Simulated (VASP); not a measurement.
BaTiO3:

```
Ba Ti O
1.0
     4.11392    0.00000    0.00000
     0.00000    4.11392    0.00000
     0.00000    0.00000    3.91584
Ba Ti O
1 1 3
Direct
  0.00000 0.00000 0.00000
  0.50000 0.50000 0.50000
  0.50000 0.50000 0.00000
  0.50000 0.00000 0.50000
  0.00000 0.50000 0.50000
```

This cell differs from its parent crystal: epitaxial xy strain +3.0%.

Base run:

| Item | Value |
| --- | --- |
| Program | VASP 6.6.1 |
| Functional | r2SCAN |
| Potentials or basis | VASP PAW PBE potentials, release 64 (Ba_sv, Ti_sv, O) |
| Cutoff | 520 eV |
| k mesh | 6 × 6 × 6 |
| Occupations | gaussian, width 0.01 eV |
| Spin | no spin polarisation |

Its results: band gap on the k mesh 1.96 eV (least direct gap 2.15 eV); pressure -4.2 GPa.

**Question.** The run is repeated on the same cell with these changes: functional from r2SCAN to PBE; occupations from gaussian, width 0.01 eV to fermi-dirac, width 0.02 eV. What comes out?

**Answer.** Band gap on the k mesh 1.58 eV (least direct gap 1.76 eV); pressure -1.1 GPa.

Caveats: spin-orbit coupling is left out, which moves the levels of the heavy elements; the stress differs along the axes, from -7 to 2 GPa (at least some runs); the PAW data sets were made with another functional, which shifts forces and pressure a little (at least some runs); the stress differs along the axes, from -4 to 5 GPa (at least some runs).

A k mesh can miss the band edges.
